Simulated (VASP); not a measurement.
Input of a VASP 6.6.1 run:

Contents of INCAR:

```
  PREC = Accurate
  ENCUT = 500
  EDIFF = 1E-6
  ISMEAR = 1
  SIGMA = 0.05
  LREAL = F
  LASPH = T
  NELM = 120
  ALGO = Normal
  ISIF = 2
  LWAVE = F
  LCHARG = F
  GGA = PE
  IVDW = 12
  NBANDS = 8
  GGA_COMPAT = F
```

The input KPOINTS:

```
Automatic mesh
0
Gamma
  12 12 12
```

File POSCAR:

```
Al
1.0
    0.0000000000      1.9974394157      1.9974394157
    1.9974394157      0.0000000000      1.9974394157
    1.9974394157      1.9974394157      0.0000000000
Al
1
Direct
    0.0000000000      0.0000000000      0.0000000000
```

Potentials or basis: VASP PAW PBE potentials, release 64 (Al).

Launch:

```console
$ cat potpaw_PBE.64/Al/POTCAR > POTCAR
$ mpirun -np 1 vasp_std > vasp.out
```

Question: What does it give for the dispersion energy per atom?

Answer: -0.349 eV.

Question: Estimate the pressure.

Answer: -0.5 GPa.

Caveat: three body term missing; pairwise dispersion overbinds metals, which lowers pressure and volume.
